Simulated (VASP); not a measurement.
Wanted: the native input for a VASP 6.6.1 run.

* Task: single point
* Functional: revPBE
* Dispersion: D3(BJ)
* Potentials or basis: VASP PAW PBE potentials, release 64 (Al)
* Cutoff: 520 eV
* k mesh: 12 × 12 × 12
* Occupations: fermi-dirac, width 0.05 eV
* Spin: no spin polarisation
* Dipole correction: no
* Further INCAR settings: ALGO = Normal; EDIFF = 1e-07; NBANDS = 8

The structure of Al lies in POSCAR:

```
Al
1.0
   -1.5783548882      1.5783548882      1.5783548882
    1.5783548882     -1.5783548882      1.5783548882
    1.5783548882      1.5783548882     -1.5783548882
Al
1
Direct
    0.0000000000      0.0000000000      0.0000000000
```

One way to write it, as run:

INCAR

```
SYSTEM = Al
PREC = Accurate
ENCUT = 520
EDIFF = 1E-7
ISMEAR = -1
SIGMA = 0.05
LREAL = .False.
LASPH = .True.
NELM = 80
ALGO = Normal
ISIF = 2
LWAVE = .False.
LCHARG = .False.
GGA = RE
IVDW = 12
NBANDS = 8
```

KPOINTS

```
Automatic mesh
0
Gamma
  12 12 12
  0 0 0
```

Potentials or basis: VASP PAW PBE potentials, release 64 (Al).

Run with:

```console
$ cat potpaw_PBE.64/Al/POTCAR > POTCAR
$ mpirun -np 1 vasp_std > vasp.out
```

Results of the run:

- Pressure: -0.2 GPa
- Dispersion energy per atom: -0.670 eV

Caveat: the PAW data sets were made with another functional, which shifts forces and pressure a little; pairwise dispersion overbinds metals, which lowers pressure and volume.

Run time: 8 s on 1 thread of AMD EPYC 7R43 64-Core Processor (Zen 3), with other jobs on the host, peak memory 0.09 GiB.
